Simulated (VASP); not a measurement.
# In (I4/mmm) in VASP: single point with PBE

Aim: the single point of In with PBE.

Everything below comes from runs of VASP 6.6.1. Logs are shortened: lines on timing, memory, paths and dates and some standing lists are left out, and cuts for length are marked.

### 1 The cell of the first run

Symmetry: I4/mmm, No. 139, tetragonal system. The conventional cell has a = 2.980 Å, b = 2.980 Å, c = 5.894 Å, α = 90.00°, β = 90.00°, γ = 90.00°. In (site symmetry 4/mmm) has 12 In at 2.98 to 3.62 Å within 3.9 Å.

### 2 Single point, PBE

INCAR reads:

```
SYSTEM = In
ALGO = Fast
EDIFF = 1E-7
ENCUT = 520
GGA = PE
ISIF = 2
ISMEAR = 0
LASPH = .TRUE.
LCHARG = .FALSE.
LREAL = .FALSE.
LWAVE = .FALSE.
NBANDS = 12
NELM = 60
PREC = Accurate
SIGMA = 0.15
```

KPOINTS reads:

```
k-points
0
G
  22 22 22
  0 0 0
```

POSCAR reads:

```
In
1.0
   -1.4899767309      1.4899767309      2.9468169070
    1.4899767309     -1.4899767309      2.9468169070
    1.4899767309      1.4899767309     -2.9468169070
In
1
Direct
    0.0000000000      0.0000000000      0.0000000000
```

Potentials or basis: VASP PAW PBE potentials, release 64 (In_d).

Run with:

```
> cat potpaw_PBE.64/In_d/POTCAR > POTCAR
> mpirun -np 1 vasp_std > vasp.out
```

OUTCAR:

```text
SYSTEM = In
   EDIFF = 1E-7
   ENCUT = 520
   GGA = PE
   ISIF = 2
   ISMEAR = 0
   LASPH = .TRUE.
   LREAL = .FALSE.
   NELM = 60
   PREC = Accurate

 ion  position               nearest neighbor table
   1  0.000  0.000  0.000-

  LATTYP: Found a body centered tetragonal cell.
 ALAT       =     2.9799534618
 C/A-ratio  =     1.9777603542

  Lattice vectors:

 A1 = (  -1.4899767309,   1.4899767309,   2.9468169070)
 A2 = (   1.4899767309,  -1.4899767309,   2.9468169070)
 A3 = (   1.4899767309,   1.4899767309,  -2.9468169070)

Analysis of symmetry for initial positions (statically):
=====================================================================
 Subroutine PRICEL returns:
 Original cell was already a primitive cell.

 Routine SETGRP: Setting up the symmetry group for a
 body centered tetragonal supercell.

 Subroutine GETGRP returns: Found 16 space group operations
 (whereof 16 operations were pure point group operations)
 out of a pool of 16 trial point group operations.

The static configuration has the point symmetry D_4h.

Analysis of symmetry for dynamics (positions and initial velocities):
=====================================================================
 Subroutine PRICEL returns:
 Original cell was already a primitive cell.

 Routine SETGRP: Setting up the symmetry group for a
 body centered tetragonal supercell.

 Subroutine GETGRP returns: Found 16 space group operations
 (whereof 16 operations were pure point group operations)
 out of a pool of 16 trial point group operations.

The dynamic configuration has the point symmetry D_4h.

 Subroutine INISYM returns: Found 16 space group operations
 (whereof 16 operations are pure point group operations),
 and found     1 'primitive' translations

----------------------------------------------------------------------------------------

                                     Primitive cell

  volume of cell :      26.1681

  direct lattice vectors                    reciprocal lattice vectors
    -1.489976731  1.489976731  2.946816907     0.000000000  0.335575710  0.169674607
     1.489976731 -1.489976731  2.946816907     0.335575710  0.000000000  0.169674607
     1.489976731  1.489976731 -2.946816907     0.335575710  0.335575710  0.000000000

  length of vectors
     3.622677353  3.622677353  3.622677353     0.376032618  0.376032618  0.474575721

  position of ions in fractional coordinates (direct lattice)
     0.000000000  0.000000000  0.000000000

  ion indices of the primitive-cell ions
   primitive index   ion index
                 1           1

----------------------------------------------------------------------------------------

 KPOINTS: k-points

Automatic generation of k-mesh.
 Grid dimensions read from file:
 generate k-points for:   22   22   22

 Generating k-lattice:

  Cartesian coordinates                     Fractional coordinates (reciprocal lattice)
     0.000000000  0.015253441  0.007712482     0.045454545  0.000000000 -0.000000000
     0.015253441  0.000000000  0.007712482     0.000000000  0.045454545 -0.000000000
     0.015253441  0.015253441  0.000000000     0.000000000  0.000000000  0.045454545

  Length of vectors
     0.017092392  0.017092392  0.021571624

  Shift w.r.t. Gamma in fractional coordinates (k-lattice)
     0.000000000  0.000000000  0.000000000

 Subroutine IBZKPT returns following result:
 ===========================================

 Found    834 irreducible k-points:

 Following reciprocal coordinates:
            Coordinates               Weight
  0.000000  0.000000  0.000000      1.000000
  0.045455  0.000000  0.000000      8.000000
  0.090909  0.000000  0.000000      8.000000
  0.136364 -0.000000  0.000000      8.000000
  0.181818  0.000000  0.000000      8.000000
  0.227273 -0.000000  0.000000      8.000000
[... 16 lines left out ...]
  0.500000  0.045455  0.000000     16.000000
 -0.454545  0.045455 -0.000000     16.000000
 [... further k-points ...]
   k-points           NKPTS =    834   k-points in BZ     NKDIM =    834   number of bands    NBANDS=     12
   number of dos      NEDOS =    301   number of ions     NIONS =      1
   total plane-waves  NPLWV =  21952
   dimension x,y,z NGX =    28 NGY =   28 NGZ =   28
   dimension x,y,z NGXF=    56 NGYF=   56 NGZF=   56
   ions per type =               1
   NGX,Y,Z   is equivalent  to a cutoff of  12.85, 12.85, 12.85 a.u.
   NGXF,Y,Z  is equivalent  to a cutoff of  25.70, 25.70, 25.70 a.u.
 SYSTEM =  In
   PREC   = accura    normal or accurate (medium, high low for compatibility)
   ISTART =      0    job   : 0-new  1-cont  2-samecut
   ICHARG =      2    charge: 1-file 2-atom 10-const
   ISPIN  =      1    spin polarized calculation?
   LNONCOLLINEAR =      F non collinear calculations
   LSORBIT =      F    spin-orbit coupling
   LASPH  =      T    aspherical Exc in radial PAW
   ENCUT  =  520.0 eV  38.22 Ry    6.18 a.u.   6.74  6.74  6.74*2*pi/ulx,y,z
   NELM   =     60;   NELMIN=  2; NELMDL= -5     # of ELM steps
   EDIFF  = 0.1E-06   stopping-criterion for ELM
   LREAL  =      F    real-space projection
   EDIFFG = 0.1E-05   stopping-criterion for IOM
   NSW    =      0    number of steps for IOM
   IBRION =     -1    ionic relax: 0-MD 1-quasi-New 2-CG
   NFREE  =      0    steps in history (QN), initial steepest desc. (CG)
   ISIF   =      2    stress and relaxation
   ISYM   =      2    0-nonsym 1-usesym 2-fastsym
   POTIM  = 0.5000    time-step for ionic-motion
   TEBEG  =    0.0;   TEEND  =   0.0 temperature during run
   PSTRESS=    0.0 pullay stress
   NELECT =      13.0000    total number of electrons
   NUPDOWN=      -1.0000    fix difference up-down
   EMIN   =  10.00;   EMAX   =-10.00  energy-range for DOS
   EFERMI =   0.00;   METHOD = LEGACY
   ISMEAR =     0;   SIGMA  =   0.15  broadening in eV -4-tet -1-fermi 0-gaus
   EFERMI_NEDOS =   21; number of points for ismear=-14 and -15
   IALGO  =     68    algorithm
   IMIX   =      4    mixing-type and parameters
     AMIX     =   0.40;   BMIX     =  1.00
     AMIX_MAG =   1.60;   BMIX_MAG =  1.00
  volume/ion in A,a.u.               =      26.17       176.59
  Fermi-wavevector in a.u.,A,eV,Ry     =   1.296578  2.450177 22.872944  1.681114
  Thomas-Fermi vector in A             =   2.428025
   LORBIT       =      0    0 simple, 1 ext, 2 COOP (PROOUT), +10 PAW based schemes
   GGA     = PE    functional components
   LHFCALC =     F    Hartree Fock is set to
   AEXX    =    0.0000 exact exchange contribution
   IVDW    =     0    specifies the selected vdW correction
   LEPSILON=     F    determine dielectric tensor
   LRPA    =     F    only Hartree local field effects (RPA)
 non-spin polarized calculation
 RMM-DIIS sequential band-by-band and
 Gauss-broadening in eV      SIGMA  =   0.15
  energy-cutoff  :      520.00
  volume of cell :       26.17
 maximum number of plane-waves:       720
   NGX = 13   NGY = 13   NGZ = 13

 number of electron      12.9999997 magnetization

 Free energy of the ion-electron system (eV)
  ---------------------------------------------------
  ext. energy  EPLUGINS =         0.00000000
  ---------------------------------------------------
  free energy    TOTEN  =        -2.47972082 eV

  energy without entropy =       -2.47436847  energy(sigma->0) =       -2.47704465

 E-fermi :   7.4816     XC(G=0): -10.2260

 val. band max:        7.4774651016   @ k =   0.5000   0.5000   0.1364
 cond. band min:       7.4830703700   @ k =   0.4545   0.4545   0.0000
 fundamental gap:      0.0056052685
 Fermi energy:         7.4816095673

 k-point     1 :       0.0000    0.0000    0.0000
  band No.  band energies     occupation
      1      -7.5890      2.00000
      2      -7.3064      2.00000
      3      -6.9926      2.00000
      4      -6.9926      2.00000
      5      -6.7918      2.00000
      6      -2.0692      2.00000
      7      15.0642      0.00000
      8      18.4417      0.00000
      9      18.4417      0.00000
     10      18.9398      0.00000
     11      20.1938      0.00000
     12      20.6649      0.00000

 k-point     2 :       0.0455    0.0000    0.0000
  band No.  band energies     occupation
      1      -7.5804      2.00000
      2      -7.3016      2.00000
      3      -6.9976      2.00000
      4      -6.9908      2.00000
      5      -6.7964      2.00000
      6      -2.0225      2.00000
      7      14.9342      0.00000
      8      17.8822      0.00000
      9      18.4537      0.00000
     10      19.1395      0.00000
     11      19.8290      0.00000
     12      20.4959      0.00000

 k-point     3 :       0.0909    0.0000    0.0000
  band No.  band energies     occupation
      1      -7.5565      2.00000
      2      -7.2863      2.00000
      3      -7.0118      2.00000
      4      -6.9853      2.00000
      5      -6.8098      2.00000
      6      -1.8818      2.00000
      7      14.5949      0.00000
      8      16.6224      0.00000
      9      18.4912      0.00000
     10      19.0184      0.00000
     11      19.6650      0.00000
     12      20.5100      0.00000

 k-point     4 :       0.1364   -0.0000    0.0000
  band No.  band energies     occupation
      1      -7.5239      2.00000
      2      -7.2583      2.00000
      3      -7.0335      2.00000
      4      -6.9768      2.00000
      5      -6.8306      2.00000
      6      -1.6455      2.00000
      7      14.1052      0.00000
      8      15.1672      0.00000
      9      18.2762      0.00000
     10      18.5581      0.00000
     11      20.2244      0.00000
     12      20.7369      0.00000

 k-point     5 :       0.1818    0.0000    0.0000
  band No.  band energies     occupation
      1      -7.4908      2.00000
      2      -7.2175      2.00000
      3      -7.0578      2.00000
      4      -6.9665      2.00000
      5      -6.8566      2.00000
      6      -1.3117      2.00000
      7      13.2195      0.00000
      8      14.0275      0.00000
      9      17.6067      0.00000
     10      18.6590      0.00000
     11      20.4737      0.00000
     12      21.4568      0.00000
[... 228 lines left out ...]
      1      -7.4025      2.00000
      2      -7.2577      2.00000
      3      -7.0169      2.00000
      4      -6.8972      2.00000
      5      -6.8329      2.00000
      6       2.0662      2.00000
      7       6.0396      2.00000
      8      11.8910      0.00000
      9      15.8849      0.00000
     10      18.7803      0.00000
     11      20.7585      0.00000
     12      23.9706      0.00000

 k-point    22 :       0.4545    0.0455    0.0000
  band No.  band energies     occupation
      1      -7.3991      2.00000
      2      -7.2720      2.00000
      3      -7.0293      2.00000
      4      -6.8935      2.00000
      5      -6.7978      2.00000
      6       2.9783      2.00000
      7       4.8858      2.00000
      8      11.8389      0.00000
      9      15.7186      0.00000
     10      19.1037      0.00000
     11      20.4987      0.00000
     12      24.0237      0.00000

 k-point    23 :       0.5000    0.0455    0.0000
  band No.  band energies     occupation
      1      -7.3976      2.00000
      2      -7.2766      2.00000
      3      -7.0336      2.00000
      4      -6.8934      2.00000
      5      -6.7865      2.00000
      6       3.4683      2.00000
      7       4.3373      2.00000
      8      11.8814      0.00000
      9      15.6301      0.00000
     10      19.3603      0.00000
     11      20.3186      0.00000
     12      24.1287      0.00000

 k-point    24 :      -0.4545    0.0455   -0.0000
  band No.  band energies     occupation
      1      -7.3977      2.00000
      2      -7.2711      2.00000
      3      -7.0291      2.00000
      4      -6.8969      2.00000
      5      -6.8001      2.00000
      6       2.6249      2.00000
      7       5.3061      2.00000
      8      12.0192      0.00000
      9      15.6188      0.00000
     10      19.3635      0.00000
     11      20.4230      0.00000
     12      24.1393      0.00000

 [... further k-points ...]
[... 5 lines left out ...]
  --------------------------------------------------------------------------------------
  -------------------------------------------------------------------------------------
  Total        0.9288654      0.9288654     -0.1664049      0.0000000     -0.0000000      0.0000000
  in kB       56.8710516     56.8710516    -10.1883689      0.0000000     -0.0000000      0.0000000
  external PRESSURE =      34.5179115 kB  Pullay stress =       0.0000000 kB

 VOLUME and BASIS-vectors are now :
 -----------------------------------------------------------------------------
  energy-cutoff  :      520.00
  volume of cell :       26.17
      direct lattice vectors                 reciprocal lattice vectors
    -1.489976731  1.489976731  2.946816907     0.000000000  0.335575710  0.169674607
     1.489976731 -1.489976731  2.946816907     0.335575710  0.000000000  0.169674607
     1.489976731  1.489976731 -2.946816907     0.335575710  0.335575710  0.000000000

 POSITION                                       TOTAL-FORCE (eV/Angst)
 -----------------------------------------------------------------------------------
      0.00000      0.00000      0.00000         0.000000     -0.000000      0.000000
 -----------------------------------------------------------------------------------
    total drift:                                0.000000     -0.000000     -0.000000

  FREE ENERGIE OF THE ION-ELECTRON SYSTEM (eV)
  ---------------------------------------------------
  free  energy   TOTEN  =        -2.4797208226 eV

  energy  without entropy=       -2.4743684704  energy(sigma->0) =       -2.47704465
```

Wall time 9.6 min (1 thread of Intel Xeon 8259CL, shared host); peak memory 0.37 GiB.

What came out:

| Quantity | Value |
| --- | --- |
| Free energy | -2.4797 eV |
| Pressure | 3.5 GPa |

Stress tensor (GPa, compression positive):
```
 5.69  0.00  0.00
 0.00  5.69  0.00
 0.00  0.00 -1.02
```

Levels at points of the mesh, in eV from the Fermi level:
| k point | band 3 | band 4 | band 5 | band 6 | band 7 | band 8 | band 9 | band 10 |
| --- | --- | --- | --- | --- | --- | --- | --- | --- |
| (0.00, 0.00, 0.00) | -14.47 | -14.47 | -14.27 | -9.55 | 7.58 | 10.96 | 10.96 | 11.46 |
| (0.50, 0.00, 0.00) | -14.51 | -14.37 | -14.27 | -4.00 | -3.25 | 4.45 | 8.02 | 12.38 |
| (0.50, 0.50, 0.00) | -14.53 | -14.36 | -14.02 | -0.90 | 0.19 | 2.19 | 4.41 | 6.32 |
| (0.50, 0.50, 0.50) | -14.34 | -14.34 | -14.25 | -5.63 | -3.67 | 7.51 | 7.51 | 10.76 |

Caveat: spin-orbit coupling is left out, which moves the levels of the heavy elements.
